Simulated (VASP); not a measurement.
# ZnS (P6_3mc) in VASP: notebook

The runs below take ZnS through single point, with PBE.

Everything below comes from runs of VASP 6.6.1. Logs are shortened: lines on timing, memory, paths and dates and some standing lists are left out, and cuts for length are marked.

## 1. The cell of the first run

Symmetry: P6_3mc, No. 186, hexagonal system. Conventional cell: a = 3.960 Å, b = 3.960 Å, c = 12.197 Å, α = 90.00°, β = 90.00°, γ = 120.00°. Zn (site symmetry 3m) has 4 S at 2.28 to 2.41 Å within 3.0 Å. Zn (site symmetry 3m) has 4 S at 2.29 to 2.41 Å within 3.0 Å. S (site symmetry 3m) has 4 Zn at 2.28 to 2.41 Å within 3.0 Å. Within 3.0 Å of S (site symmetry 3m) lie 4 Zn at 2.29 to 2.41 Å.

## 2. Single point, PBE (volume 20.703 Å^3 an atom, c/a of the conventional cell 3.0803)

INCAR reads:

```
SYSTEM = ZnS
PREC = Accurate ; ENCUT = 520
EDIFF = 1E-7 ; ISMEAR = 0
SIGMA = 0.05 ; LREAL = .False.
LASPH = .True. ; NELM = 60
ALGO = Normal ; ISIF = 2
LWAVE = .False. ; LCHARG = .False.
GGA = PE ; NBANDS = 46
```

KPOINTS reads:

```
Automatic mesh
0
Gamma
  9 9 4
  0 0 0
```

POSCAR reads:

```
ZnS
1.0
    3.9597388131      0.0000000000      0.0000000000
   -1.9798694065      3.4292344045      0.0000000000
    0.0000000000      0.0000000000     12.1971834658
Zn S
4 4
Direct
    0.0000000000      0.0000000000      0.0000492057
    0.0000000000      0.0000000000      0.5000492057
    0.3333333333      0.6666666667      0.2500242903
    0.6666666667      0.3333333333      0.7500242903
    0.0000000000      0.0000000000      0.1872905901
    0.0000000000      0.0000000000      0.6872905901
    0.3333333333      0.6666666667      0.4376359138
    0.6666666667      0.3333333333      0.9376359138
```

Potentials or basis: VASP PAW PBE potentials, release 64 (Zn, S).

On the command line:

```
cat potpaw_PBE.64/Zn/POTCAR potpaw_PBE.64/S/POTCAR > POTCAR
mpirun -np 1 vasp_std > vasp.out
```

OUTCAR:

```text
SYSTEM = ZnS
   PREC = Accurate
   ENCUT = 520
   EDIFF = 1E-7
   ISMEAR = 0
   LREAL = .False.
   LASPH = .True.
   NELM = 60
   ISIF = 2
   GGA = PE

 ion  position               nearest neighbor table
   1  0.000  0.000  0.000-   5 2.28   8 2.41   8 2.41   8 2.41
   2  0.000  0.000  0.500-   6 2.28   7 2.41   7 2.41   7 2.41
   3  0.333  0.667  0.250-   7 2.29   5 2.41   5 2.41   5 2.41
   4  0.667  0.333  0.750-   8 2.29   6 2.41   6 2.41   6 2.41
   5  0.000  0.000  0.187-   1 2.28   3 2.41   3 2.41   3 2.41
   6  0.000  0.000  0.687-   2 2.28   4 2.41   4 2.41   4 2.41
   7  0.333  0.667  0.438-   3 2.29   2 2.41   2 2.41   2 2.41
   8  0.667  0.333  0.938-   4 2.29   1 2.41   1 2.41   1 2.41

  LATTYP: Found a hexagonal cell.
 ALAT       =     3.9597388131
 C/A-ratio  =     3.0803000000

  Lattice vectors:

 A1 = (   3.9597388131,   0.0000000000,   0.0000000000)
 A2 = (  -1.9798694065,   3.4292344045,   0.0000000000)
 A3 = (   0.0000000000,   0.0000000000,  12.1971834658)

Analysis of symmetry for initial positions (statically):
=====================================================================
 Subroutine PRICEL returns:
 Original cell was already a primitive cell.

 Routine SETGRP: Setting up the symmetry group for a
 hexagonal supercell.

 Subroutine GETGRP returns: Found 12 space group operations
 (whereof  6 operations were pure point group operations)
 out of a pool of 24 trial point group operations.

The static configuration has the point symmetry C_3v.
 The point group associated with its full space group is C_6v.

Analysis of symmetry for dynamics (positions and initial velocities):
=====================================================================
 Subroutine PRICEL returns:
 Original cell was already a primitive cell.

 Routine SETGRP: Setting up the symmetry group for a
 hexagonal supercell.

 Subroutine GETGRP returns: Found 12 space group operations
 (whereof  6 operations were pure point group operations)
 out of a pool of 24 trial point group operations.

The dynamic configuration has the point symmetry C_3v.
 The point group associated with its full space group is C_6v.

 Subroutine INISYM returns: Found 12 space group operations
 (whereof  6 operations are pure point group operations),
 and found     1 'primitive' translations

----------------------------------------------------------------------------------------

                                     Primitive cell

  volume of cell :     165.6240

  direct lattice vectors                    reciprocal lattice vectors
     3.959738813  0.000000000  0.000000000     0.252541909  0.145805139  0.000000000
    -1.979869406  3.429234404  0.000000000     0.000000000  0.291610279  0.000000000
     0.000000000  0.000000000 12.197183466     0.000000000  0.000000000  0.081986141

  length of vectors
     3.959738813  3.959738813 12.197183466     0.291610279  0.291610279  0.081986141

  position of ions in fractional coordinates (direct lattice)
     0.000000000  0.000000000  0.000049206
     0.000000000  0.000000000  0.500049206
     0.333333333  0.666666667  0.250024290
     0.666666667  0.333333333  0.750024290
     0.000000000  0.000000000  0.187290590
     0.000000000  0.000000000  0.687290590
     0.333333333  0.666666667  0.437635914
     0.666666667  0.333333333  0.937635914

  ion indices of the primitive-cell ions
   primitive index   ion index
                 1           1
                 2           2
                 3           3
                 4           4
                 5           5
                 6           6
                 7           7
                 8           8

----------------------------------------------------------------------------------------

 KPOINTS: Automatic mesh

Automatic generation of k-mesh.
 Grid dimensions read from file:
 generate k-points for:    9    9    4

 Generating k-lattice:

  Cartesian coordinates                     Fractional coordinates (reciprocal lattice)
     0.028060212  0.016200571  0.000000000     0.111111111  0.000000000  0.000000000
     0.000000000  0.032401142  0.000000000     0.000000000  0.111111111  0.000000000
     0.000000000  0.000000000  0.020496535     0.000000000  0.000000000  0.250000000

  Length of vectors
     0.032401142  0.032401142  0.020496535

  Shift w.r.t. Gamma in fractional coordinates (k-lattice)
     0.000000000  0.000000000  0.000000000

 Subroutine IBZKPT returns following result:
 ===========================================

 Found     36 irreducible k-points:

 Following reciprocal coordinates:
            Coordinates               Weight
  0.000000  0.000000  0.000000      1.000000
  0.111111  0.000000  0.000000      6.000000
  0.222222 -0.000000  0.000000      6.000000
  0.333333  0.000000  0.000000      6.000000
  0.444444 -0.000000  0.000000      6.000000
  0.111111  0.111111  0.000000      6.000000
[... 16 lines left out ...]
  0.333333  0.222222  0.250000     24.000000
  0.333333  0.333333  0.250000      4.000000
 [... further k-points ...]
   k-points           NKPTS =     36   k-points in BZ     NKDIM =     36   number of bands    NBANDS=     46
   number of dos      NEDOS =    301   number of ions     NIONS =      8
   total plane-waves  NPLWV =  86400
   dimension x,y,z NGX =    30 NGY =   30 NGZ =   96
   dimension x,y,z NGXF=    60 NGYF=   60 NGZF=  192
   ions per type =               4   4
   NGX,Y,Z   is equivalent  to a cutoff of  12.60, 12.60, 13.08 a.u.
   NGXF,Y,Z  is equivalent  to a cutoff of  25.19, 25.19, 26.17 a.u.
 SYSTEM =  ZnS
   PREC   = accura    normal or accurate (medium, high low for compatibility)
   ISTART =      0    job   : 0-new  1-cont  2-samecut
   ICHARG =      2    charge: 1-file 2-atom 10-const
   ISPIN  =      1    spin polarized calculation?
   LNONCOLLINEAR =      F non collinear calculations
   LSORBIT =      F    spin-orbit coupling
   LASPH  =      T    aspherical Exc in radial PAW
   ENCUT  =  520.0 eV  38.22 Ry    6.18 a.u.   7.36  7.36 22.68*2*pi/ulx,y,z
   NELM   =     60;   NELMIN=  2; NELMDL= -5     # of ELM steps
   EDIFF  = 0.1E-06   stopping-criterion for ELM
   LREAL  =      F    real-space projection
   EDIFFG = 0.1E-05   stopping-criterion for IOM
   NSW    =      0    number of steps for IOM
   IBRION =     -1    ionic relax: 0-MD 1-quasi-New 2-CG
   NFREE  =      0    steps in history (QN), initial steepest desc. (CG)
   ISIF   =      2    stress and relaxation
   ISYM   =      2    0-nonsym 1-usesym 2-fastsym
   POTIM  = 0.5000    time-step for ionic-motion
   TEBEG  =    0.0;   TEEND  =   0.0 temperature during run
   PSTRESS=    0.0 pullay stress
   NELECT =      72.0000    total number of electrons
   NUPDOWN=      -1.0000    fix difference up-down
   EMIN   =  10.00;   EMAX   =-10.00  energy-range for DOS
   EFERMI =   0.00;   METHOD = LEGACY
   ISMEAR =     0;   SIGMA  =   0.05  broadening in eV -4-tet -1-fermi 0-gaus
   EFERMI_NEDOS =   21; number of points for ismear=-14 and -15
   IALGO  =     38    algorithm
   IMIX   =      4    mixing-type and parameters
     AMIX     =   0.40;   BMIX     =  1.00
     AMIX_MAG =   1.60;   BMIX_MAG =  1.00
  volume/ion in A,a.u.               =      20.70       139.71
  Fermi-wavevector in a.u.,A,eV,Ry     =   1.240161  2.343564 20.925735  1.537998
  Thomas-Fermi vector in A             =   2.374613
   LORBIT       =      0    0 simple, 1 ext, 2 COOP (PROOUT), +10 PAW based schemes
   GGA     = PE    functional components
   LHFCALC =     F    Hartree Fock is set to
   AEXX    =    0.0000 exact exchange contribution
   IVDW    =     0    specifies the selected vdW correction
   LEPSILON=     F    determine dielectric tensor
   LRPA    =     F    only Hartree local field effects (RPA)
 non-spin polarized calculation
 Gauss-broadening in eV      SIGMA  =   0.05
  energy-cutoff  :      520.00
  volume of cell :      165.62
 maximum number of plane-waves:      4558
 NGX is ok and might be reduce to    30
   NGX = 15   NGY = 15   NGZ = 45

 number of electron      71.9999963 magnetization

 Free energy of the ion-electron system (eV)
  ---------------------------------------------------
  ext. energy  EPLUGINS =         0.00000000
  ---------------------------------------------------
  free energy    TOTEN  =       -27.22451882 eV

  energy without entropy =      -27.22451882  energy(sigma->0) =      -27.22451882

 E-fermi :   1.9702     XC(G=0):  -9.3980

 val. band max:        1.7330959454   @ k =   0.0000   0.0000   0.0000
 cond. band min:       3.6096356820   @ k =   0.0000   0.0000   0.0000
 fundamental gap:      1.8765397367
 Fermi energy:         1.9701750242

 k-point     1 :       0.0000    0.0000    0.0000
  band No.  band energies     occupation
      1     -11.1606      2.00000
      2     -10.7260      2.00000
      3     -10.7077      2.00000
      4     -10.1905      2.00000
      5      -4.5228      2.00000
      6      -4.5024      2.00000
[... 38 lines left out ...]
     45       8.6658      0.00000
     46       8.6755      0.00000

 k-point     2 :       0.1111    0.0000    0.0000
  band No.  band energies     occupation
      1     -11.0895      2.00000
      2     -10.6706      2.00000
      3     -10.6523      2.00000
      4     -10.1601      2.00000
      5      -4.5120      2.00000
      6      -4.4986      2.00000
[... 38 lines left out ...]
     45       8.4280      0.00000
     46       8.4955      0.00000

 k-point     3 :       0.2222   -0.0000    0.0000
  band No.  band energies     occupation
      1     -10.8939      2.00000
      2     -10.5244      2.00000
      3     -10.5061      2.00000
      4     -10.0888      2.00000
      5      -4.5081      2.00000
      6      -4.4749      2.00000
[... 38 lines left out ...]
     45       8.5025      0.00000
     46       8.6284      0.00000

 k-point     4 :       0.3333    0.0000    0.0000
  band No.  band energies     occupation
      1     -10.6299      2.00000
      2     -10.3460      2.00000
      3     -10.3285      2.00000
      4     -10.0296      2.00000
      5      -4.5145      2.00000
      6      -4.4512      2.00000
[... 920 lines left out ...]
     45       8.6851      0.00000
     46       8.9854      0.00000

 k-point    23 :       0.3333    0.2222    0.2500
  band No.  band energies     occupation
      1     -10.2796      2.00000
      2     -10.2094      2.00000
      3     -10.1161      2.00000
      4     -10.0569      2.00000
      5      -4.4415      2.00000
      6      -4.4147      2.00000
[... 38 lines left out ...]
     45       8.8614      0.00000
     46       9.1400      0.00000

 k-point    24 :       0.3333    0.3333    0.2500
  band No.  band energies     occupation
      1     -10.1531      2.00000
      2     -10.1383      2.00000
      3     -10.1222      2.00000
      4     -10.1222      2.00000
      5      -4.4155      2.00000
      6      -4.4155      2.00000
[... 38 lines left out ...]
     45       8.6292      0.00000
     46       9.4223      0.00000

 [... further k-points ...]
[... 5 lines left out ...]
  --------------------------------------------------------------------------------------
  -------------------------------------------------------------------------------------
  Total       -3.8185280     -3.8185280      4.1656327     -0.0000000      0.0000000      0.0000000
  in kB      -36.9388429    -36.9388429     40.2965895     -0.0000000      0.0000000      0.0000000
  external PRESSURE =     -11.1936988 kB  Pullay stress =       0.0000000 kB

 VOLUME and BASIS-vectors are now :
 -----------------------------------------------------------------------------
  energy-cutoff  :      520.00
  volume of cell :      165.62
      direct lattice vectors                 reciprocal lattice vectors
     3.959738813  0.000000000  0.000000000     0.252541909  0.145805139  0.000000000
    -1.979869406  3.429234404  0.000000000     0.000000000  0.291610279  0.000000000
     0.000000000  0.000000000 12.197183466     0.000000000  0.000000000  0.081986141

 POSITION                                       TOTAL-FORCE (eV/Angst)
 -----------------------------------------------------------------------------------
      0.00000      0.00000      0.00060        -0.000000      0.000000     -0.393028
      0.00000      0.00000      6.09919         0.000000     -0.000000     -0.393028
     -0.00000      2.28616      3.04959        -0.000000     -0.000000     -0.379966
      1.97987      1.14308      9.14818         0.000000     -0.000000     -0.379966
      0.00000      0.00000      2.28442         0.000000     -0.000000      0.379292
      0.00000      0.00000      8.38301         0.000000     -0.000000      0.379292
     -0.00000      2.28616      5.33793        -0.000000      0.000000      0.393703
      1.97987      1.14308     11.43652         0.000000     -0.000000      0.393703
 -----------------------------------------------------------------------------------
    total drift:                               -0.000001     -0.000002      0.001246

  FREE ENERGIE OF THE ION-ELECTRON SYSTEM (eV)
  ---------------------------------------------------
  free  energy   TOTEN  =       -27.2245188150 eV

  energy  without entropy=      -27.2245188150  energy(sigma->0) =      -27.22451882
```

Run time: 9.4 min. Hardware: 1 thread of AMD EPYC 7R13, shared host; peak memory 0.37 GiB.

What came out:

```yaml
Free_energy: -27.2245 eV
Pressure: -1.1 GPa
Largest_force: 0.394 eV/Å
Band_gap_on_the_k_mesh: 1.88 eV, direct
```

Forces on the atoms (eV/Å):
```
Zn   0.000  0.000 -0.393
Zn   0.000  0.000 -0.393
Zn   0.000  0.000 -0.380
Zn   0.000  0.000 -0.380
S    0.000  0.000  0.379
S    0.000  0.000  0.379
S    0.000  0.000  0.394
S    0.000  0.000  0.394
```

Stress tensor (GPa, compression positive):
```
-3.69  0.00  0.00
 0.00 -3.69  0.00
 0.00  0.00  4.03
```

 A k mesh can miss the band edges.

## 3. Single point, PBE (volume 20.703 Å^3 an atom, c/a of the conventional cell 3.6951)

INCAR reads:

```
SYSTEM = ZnS
ALGO = Normal
EDIFF = 1E-6
ENCUT = 520
GGA = PE
ISIF = 2
ISMEAR = 0
LASPH = .TRUE.
LCHARG = .FALSE.
LREAL = .FALSE.
LWAVE = .FALSE.
NBANDS = 46
NELM = 80
PREC = Accurate
SIGMA = 0.05
```

KPOINTS reads:

```
k-points
0
G
  9 9 4
  0 0 0
```

POSCAR, as its differences from that of step 2:

```diff
@@ -2,5 +2,5 @@
 1.0
-    3.9597388131      0.0000000000      0.0000000000
-   -1.9798694065      3.4292344045      0.0000000000
-    0.0000000000      0.0000000000     12.1971834658
+    3.7266803813      0.0000000000      0.0000000000
+   -1.8633401906      3.2273998820      0.0000000000
+    0.0000000000      0.0000000000     13.7704566770
 Zn S
```

Potentials or basis: VASP PAW PBE potentials, release 64 (Zn, S).

On the command line:

```
cat potpaw_PBE.64/Zn/POTCAR potpaw_PBE.64/S/POTCAR > POTCAR
mpirun -np 1 vasp_std > vasp.out
```

Wall time 8.8 min (1 thread of AMD EPYC 7R13, shared host); peak memory 0.36 GiB.

Results (log left out):

```
Free energy            : -26.8445 eV
Pressure               : -0.1 GPa
Largest force          : 0.288 eV/Å
Band gap on the k mesh : 1.56 eV, direct
```

Forces in eV/Å, atoms in the order of the input:
```
Zn   0.000  0.000  0.288
Zn   0.000  0.000  0.288
Zn   0.000  0.000  0.272
Zn   0.000  0.000  0.272
S    0.000  0.000 -0.272
S    0.000  0.000 -0.272
S    0.000  0.000 -0.288
S    0.000  0.000 -0.288
```

Stress tensor (GPa, compression positive):
```
 3.91  0.00  0.00
 0.00  3.91  0.00
 0.00  0.00 -8.23
```

Levels at points of the mesh, in eV from the valence-band top:
```tsv
k point	band 32	band 33	band 34	band 35	band 36	band 37	band 38	band 39	band 40	band 41
(0.00, 0.00, 0.00)	-0.28	-0.27	-0.27	0.00	0.00	1.56	3.54	3.65	3.72	5.61
(0.00, 0.00, 0.50)	-0.45	-0.08	-0.08	-0.08	-0.08	2.57	2.57	3.74	3.74	5.56
```

 A k mesh can miss the band edges.
